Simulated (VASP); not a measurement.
Wanted: the native input for a VASP 6.6.1 run.

```yaml
Task: single point
Functional: PBE
Potentials_or_basis: VASP PAW PBE potentials, release 64 (Mo_sv, S)
Cutoff: 520 eV
k_mesh: 12 × 12 × 2
Occupations: gaussian, width 0.02 eV
Spin: no spin polarisation
Dipole_correction: no
Further_INCAR_settings: ALGO = Normal; EDIFF = 1e-06; NBANDS = 35
```

The structure of MoS2 lies in POSCAR:

```
MoS2
1.0
    3.1850687474      0.0000000029      0.0000000000
   -1.5925343762      2.7583504465      0.0000000000
    0.0000000000      0.0000000000     14.8079792965
Mo S
2 4
Direct
    0.6666666667      0.3333333333      0.2500000000
    0.3333333333      0.6666666667      0.7500000000
    0.6666666667      0.3333333333      0.6444802368
    0.3333333333      0.6666666667      0.3555197632
    0.6666666667      0.3333333333      0.8555197632
    0.3333333333      0.6666666667      0.1444802368
```

These files were run (other wordings do the same):

INCAR

```
PREC = Accurate
ENCUT = 520
EDIFF = 1E-6
ISMEAR = 0
SIGMA = 0.02
LREAL = F
LASPH = T
NELM = 100
ALGO = Normal
ISIF = 2
LWAVE = F
LCHARG = T
GGA = PE
LELF = T
LVHAR = T
NBANDS = 35
```

KPOINTS

```
regular mesh
0
Gamma
  12 12 2
```

Potentials or basis: VASP PAW PBE potentials, release 64 (Mo_sv, S).

Run with:

```sh
$ cat potpaw_PBE.64/Mo_sv/POTCAR potpaw_PBE.64/S/POTCAR > POTCAR
$ mpirun -np 1 vasp_std > vasp.out
```

Results of the run:

```json
{
 "Pressure": "-0.1 GPa",
 "Largest force": "0.010 eV/Å",
 "Band gap on the k mesh": "1.46 eV (least direct gap 1.67 eV)"
}
```

Caveat: this functional lacks dispersion, which binds the layers, so the pressure and a relaxed spacing across them are unreliable.

Wall time 71 s on 1 thread of Intel(R) Xeon(R) 6975P-C (Granite Rapids), on a shared host, peak memory 0.31 GiB.
